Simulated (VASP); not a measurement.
SnTe, 2 atoms in the cell. Symmetry: I4/mmm, No. 139, tetragonal system. Conventional cell: a = 4.464 Å, b = 4.464 Å, c = 6.439 Å, α = 90.00°, β = 90.00°, γ = 90.00°. Within 4.2 Å of Sn (site symmetry 4/mmm) lie 6 Te at 3.16 to 3.22 Å. Within 4.2 Å of Te (site symmetry 4/mmm) lie 6 Sn at 3.16 to 3.22 Å.  This cell differs from its parent crystal: zz strain of +2 %.

- Program: VASP 6.6.1
- Task: single point
- Functional: LDA
- Potentials or basis: VASP PAW LDA potentials, release 64 (Sn_d, Te)
- Cutoff: 520 eV
- k mesh: 11 × 11 × 11
- Occupations: fermi-dirac, width 0.08 eV
- Spin: no spin polarisation
- Dipole correction: no
- Further INCAR settings: ALGO = Normal; EDIFF = 1e-06; NBANDS = 17

Potentials or basis: VASP PAW LDA potentials, release 64 (Sn_d, Te).

The run is started by

```console
$ cat potpaw_LDA.64/Sn_d/POTCAR potpaw_LDA.64/Te/POTCAR > POTCAR
$ mpirun -np 1 vasp_std > vasp.out
```

Hardware: 1 thread of Intel Xeon 6975P-C (shared host).

Estimate the wall time of this run.

Wall time 120 s on 1 thread of Intel Xeon 6975P-C, with other jobs on the host, peak memory 0.27 GiB. Counts: scf iterations 12, k points 126.
